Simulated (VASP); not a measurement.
# TcTe2 (P-3m1) in VASP: single point with LDA+U

Aim: the single point of TcTe2 with LDA+U.

All numbers are computed with VASP 6.6.1; they aren't measurements. Logs are shortened: lines on timing, memory, paths and dates and some standing lists are left out, and cuts for length are marked.

### 1 The cell of the first run

It takes space group P-3m1 (No. 164, trigonal). Conventional cell: a = 4.013 Å, b = 4.013 Å, c = 6.474 Å, α = 90.00°, β = 90.00°, γ = 120.00°. Within 3.7 Å of Tc (site symmetry -3m) lie 6 Te at 2.83 Å. Te (site symmetry 3m) has 3 Tc at 2.83 Å within 3.7 Å.

### 2 Single point, LDA+U, collinear spin

Contents of INCAR:

```
SYSTEM = TcTe2
PREC = Accurate
ENCUT = 520
EDIFF = 1E-6
ISMEAR = 0
SIGMA = 0.05
LREAL = .False.
LASPH = .True.
NELM = 150
ALGO = Normal
ISIF = 2
LWAVE = .False.
LCHARG = .True.
ISPIN = 2
MAGMOM = 3 0 0
LORBIT = 11
LMAXMIX = 4
LDAU = .True.
LDAUTYPE = 2
LDAUL = 2 -1
LDAUU = 4 0
LDAUJ = 0 0
LDAUPRINT = 1
GGA = CA
LELF = .True.
LVHAR = .True.
NBANDS = 24
```

Contents of KPOINTS:

```
Automatic mesh
0
Gamma
  6 6 3
  0 0 0
```

Contents of POSCAR:

```
TcTe2
1.0
    4.0130040500      0.0000000000      0.0000000000
   -2.0065020300      3.4753634600      0.0000000000
    0.0000000000      0.0000000000      6.4738084300
Tc Te
1 2
Direct
    0.0000000000      0.0000000000      0.0000000000
    0.3333333333      0.6666666667      0.2520000000
    0.6666666667      0.3333333333      0.7480000000
```

Potentials or basis: VASP PAW LDA potentials, release 64 (Tc_pv, Te).

Command:

```bash
cat potpaw_LDA.64/Tc_pv/POTCAR potpaw_LDA.64/Te/POTCAR > POTCAR
mpirun -np 1 vasp_std > vasp.out
```

OUTCAR:

```text
SYSTEM = TcTe2
   PREC = Accurate
   ENCUT = 520
   EDIFF = 1E-6
   ISMEAR = 0
   LREAL = .False.
   LASPH = .True.
   NELM = 150
   ISIF = 2
   ISPIN = 2
   LORBIT = 11
   GGA = CA

 ion  position               nearest neighbor table
   1  0.000  0.000  0.000-   3 2.83   2 2.83   3 2.83   2 2.83   3 2.83   2 2.83
   2  0.333  0.667  0.252-   1 2.83   1 2.83   1 2.83
   3  0.667  0.333  0.748-   1 2.83   1 2.83   1 2.83

  LATTYP: Found a hexagonal cell.
 ALAT       =     4.0130040500
 C/A-ratio  =     1.6132075496

  Lattice vectors:

 A1 = (   4.0130040500,   0.0000000000,   0.0000000000)
 A2 = (  -2.0065020300,   3.4753634600,   0.0000000000)
 A3 = (   0.0000000000,   0.0000000000,   6.4738084300)

Analysis of symmetry for initial positions (statically):
=====================================================================
 Subroutine PRICEL returns:
 Original cell was already a primitive cell.

 Routine SETGRP: Setting up the symmetry group for a
 hexagonal supercell.

 Subroutine GETGRP returns: Found 12 space group operations
 (whereof 12 operations were pure point group operations)
 out of a pool of 24 trial point group operations.

The static configuration has the point symmetry D_3d.

Analysis of symmetry for dynamics (positions and initial velocities):
=====================================================================
 Subroutine PRICEL returns:
 Original cell was already a primitive cell.

 Routine SETGRP: Setting up the symmetry group for a
 hexagonal supercell.

 Subroutine GETGRP returns: Found 12 space group operations
 (whereof 12 operations were pure point group operations)
 out of a pool of 24 trial point group operations.

The dynamic configuration has the point symmetry D_3d.

Analysis of structural, dynamic, and magnetic symmetry:
=====================================================================
 Subroutine PRICEL returns:
 Original cell was already a primitive cell.

 Routine SETGRP: Setting up the symmetry group for a
 hexagonal supercell.

 Subroutine GETGRP returns: Found 12 space group operations
 (whereof 12 operations were pure point group operations)
 out of a pool of 24 trial point group operations.
[... 165 lines left out ...]
  o =  0.6171  v =  0.5031 -0.2537 -0.0000 -0.8110  0.1574  0.0000  0.0000  0.0000  0.0000  0.0000      0.0000  0.0000  0.0000  0.0000  0.0000  0.0000  0.0000  0.0000  0.0000  0.0000
  o =  0.6171  v =  0.1574  0.8110  0.0000 -0.2537 -0.5031  0.0000  0.0000  0.0000  0.0000  0.0000      0.0000  0.0000  0.0000  0.0000  0.0000  0.0000  0.0000  0.0000  0.0000  0.0000
  o =  0.8836  v =  0.0000  0.0000 -1.0000  0.0000  0.0000  0.0000  0.0000  0.0000  0.0000  0.0000      0.0000  0.0000  0.0000  0.0000  0.0000  0.0000  0.0000  0.0000  0.0000  0.0000
  o =  0.8851  v =  0.8110  0.1574  0.0000  0.5031  0.2537  0.0000  0.0000  0.0000  0.0000  0.0000      0.0000  0.0000  0.0000  0.0000  0.0000  0.0000  0.0000  0.0000  0.0000  0.0000
  o =  0.8851  v = -0.2537  0.5031  0.0000 -0.1574  0.8110  0.0000  0.0000  0.0000  0.0000  0.0000      0.0000  0.0000  0.0000  0.0000  0.0000  0.0000  0.0000  0.0000  0.0000  0.0000

 number of electron      24.9999999 magnetization       2.9390774

 Free energy of the ion-electron system (eV)
  ---------------------------------------------------
  ext. energy  EPLUGINS =         0.00000000
  ---------------------------------------------------
  free energy    TOTEN  =       -14.63922803 eV

  energy without entropy =      -14.63740969  energy(sigma->0) =      -14.63831886

 E-fermi :   5.9814     XC(G=0):  -9.7535

 val. band max:        5.9792917574   @ k =   0.5000   0.0000   0.0000
 cond. band min:       6.0282219177   @ k =   0.0000   0.3333   0.3333
 fundamental gap:      0.0489301603
 Fermi energy:         5.9813820157

 spin component 1

 k-point     1 :       0.0000    0.0000    0.0000
  band No.  band energies     occupation
      1     -34.4286      1.00000
      2     -34.4286      1.00000
      3     -34.4120      1.00000
      4      -6.3385      1.00000
      5      -4.8461      1.00000
      6       0.2773      1.00000
[... 448 lines left out ...]
     23      14.8948      0.00000
     24      15.2110      0.00000
 Fermi energy:         5.9813820157

 spin component 2

 k-point     1 :       0.0000    0.0000    0.0000
  band No.  band energies     occupation
      1     -32.5928      1.00000
      2     -32.5580      1.00000
      3     -32.5580      1.00000
      4      -6.2723      1.00000
      5      -4.8404      1.00000
      6       1.0646      1.00000
[... 448 lines left out ...]
     23      15.0981      0.00000
     24      15.8023      0.00000

------------------------ aborting loop because EDIFF is reached ----------------------------------------

  FORCE on cell =-STRESS in cart. coord.  units (eV):
  Direction    XX          YY          ZZ          XY          YZ          ZX
  --------------------------------------------------------------------------------------
  -------------------------------------------------------------------------------------
  Total       -3.3875902     -3.3875903     -3.4226291      0.0000000     -0.0000000      0.0000000
  in kB      -60.1134681    -60.1134683    -60.7352386      0.0000001     -0.0000000      0.0000000
  external PRESSURE =     -60.3207250 kB  Pullay stress =       0.0000000 kB

 VOLUME and BASIS-vectors are now :
 -----------------------------------------------------------------------------
  energy-cutoff  :      520.00
  volume of cell :       90.29
      direct lattice vectors                 reciprocal lattice vectors
     4.013004050  0.000000000  0.000000000     0.249189881  0.143869845  0.000000000
    -2.006502030  3.475363460  0.000000000     0.000000000  0.287739689  0.000000000
     0.000000000  0.000000000  6.473808430     0.000000000  0.000000000  0.154468581

 POSITION                                       TOTAL-FORCE (eV/Angst)
 -----------------------------------------------------------------------------------
      0.00000      0.00000      0.00000        -0.000000      0.000000      0.000000
     -0.00000      2.31691      1.63140        -0.000000     -0.000000     -0.705549
      2.00650      1.15845      4.84241         0.000000      0.000000      0.705549
 -----------------------------------------------------------------------------------
    total drift:                                0.000000      0.000000      0.000000

  FREE ENERGIE OF THE ION-ELECTRON SYSTEM (eV)
  ---------------------------------------------------
  free  energy   TOTEN  =       -14.6392280289 eV

  energy  without entropy=      -14.6374096932  energy(sigma->0) =      -14.63831886

 total charge

# of ion       s       p       d       tot
------------------------------------------
    1        0.331   6.319   4.879  11.529
    2        1.390   1.948   0.035   3.372
    3        1.390   1.948   0.035   3.372
--------------------------------------------------
tot          3.111  10.214   4.948  18.273

 magnetization (x)

# of ion       s       p       d       tot
------------------------------------------
    1        0.043   0.047   2.843   2.932
    2        0.005  -0.057   0.003  -0.049
    3        0.005  -0.057   0.003  -0.049
--------------------------------------------------
tot          0.052  -0.067   2.850   2.835
```

OSZICAR:

```text
N       E                     dE             d eps       ncg     rms          rms(c)
DAV:   1     0.172001516020E+03    0.17200E+03   -0.11722E+04  1792   0.878E+02
DAV:   2    -0.793267014443E+01   -0.17993E+03   -0.17397E+03  1944   0.210E+02
DAV:   3    -0.143501611309E+02   -0.64175E+01   -0.63618E+01  2032   0.426E+01
DAV:   4    -0.144493454684E+02   -0.99184E-01   -0.99156E-01  2056   0.555E+00
DAV:   5    -0.144506727122E+02   -0.13272E-02   -0.13272E-02  2104   0.567E-01    0.111E+01
DAV:   6    -0.146904649933E+02   -0.23979E+00   -0.78117E+00  1808   0.152E+01    0.628E+00
DAV:   7    -0.146505470166E+02    0.39918E-01   -0.13393E+00  1744   0.671E+00    0.326E+00
DAV:   8    -0.146363893745E+02    0.14158E-01   -0.18026E-01  2000   0.229E+00    0.151E+00
DAV:   9    -0.146389280731E+02   -0.25387E-02   -0.12623E-02  1904   0.532E-01    0.446E-01
DAV:  10    -0.146390367855E+02   -0.10871E-03   -0.12566E-03  2024   0.217E-01    0.190E-01
DAV:  11    -0.146391737440E+02   -0.13696E-03   -0.26447E-04  1960   0.105E-01    0.825E-02
DAV:  12    -0.146392126655E+02   -0.38921E-04   -0.11125E-04  1968   0.670E-02    0.359E-02
DAV:  13    -0.146392224610E+02   -0.97956E-05   -0.97631E-06  1912   0.158E-02    0.204E-02
DAV:  14    -0.146392264762E+02   -0.40151E-05   -0.37412E-06  1856   0.998E-03    0.710E-03
DAV:  15    -0.146392278328E+02   -0.13567E-05   -0.21264E-06  1056   0.565E-03    0.300E-03
DAV:  16    -0.146392280289E+02   -0.19610E-06   -0.41529E-07  1008   0.274E-03
   1 F= -.14639228E+02 E0= -.14638319E+02  d E =-.181834E-02  mag=     2.9390
```

stdout:

```text
POSCAR found type information on POSCAR TcTe
 POSCAR found :  2 types and       3 ions
 scaLAPACK will be used
 LDA part: xc-table for (Slater(with rela. corr.)+CA(PZ))
 , standard interpolation
 POSCAR, INCAR and KPOINTS ok, starting setup
 FFT: planning ... GRIDC
 FFT: planning ... GRID_SOFT
 FFT: planning ... GRID
 WAVECAR not read
 entering main loop
```

Run time: 63 s. Hardware: 1 thread of AMD EPYC 7R43 (Zen 3), shared host; peak memory 0.17 GiB.

What came out:

| Item | Value |
| --- | --- |
| Free energy | -14.6392 eV |
| Pressure | -6.0 GPa |
| Largest force | 0.706 eV/Å |
| Net moment | 2.94 μB per cell |
| Site moments | Tc +2.93; Te -0.05 μB |
| Valence electrons inside the program's atomic spheres | Tc 11.53; Te 3.37 |

Forces in eV/Å, atoms in the order of the input:
```
Tc   0.000  0.000  0.000
Te   0.000  0.000 -0.706
Te   0.000  0.000  0.706
```

Eigenvalues of the final occupation matrices:
| site | spin | trace | eigenvalues |
| --- | --- | --- | --- |
| site 1 d | 1 | 3.89 | 0.62 0.62 0.88 0.89 0.89 |
| site 1 d | 2 | 1.03 | 0.09 0.10 0.10 0.37 0.37 |

Caveat: the cell stands under tension; spin-orbit coupling is left out, which moves the levels of the heavy elements; the U is typed as a test and isn't derived for this compound.
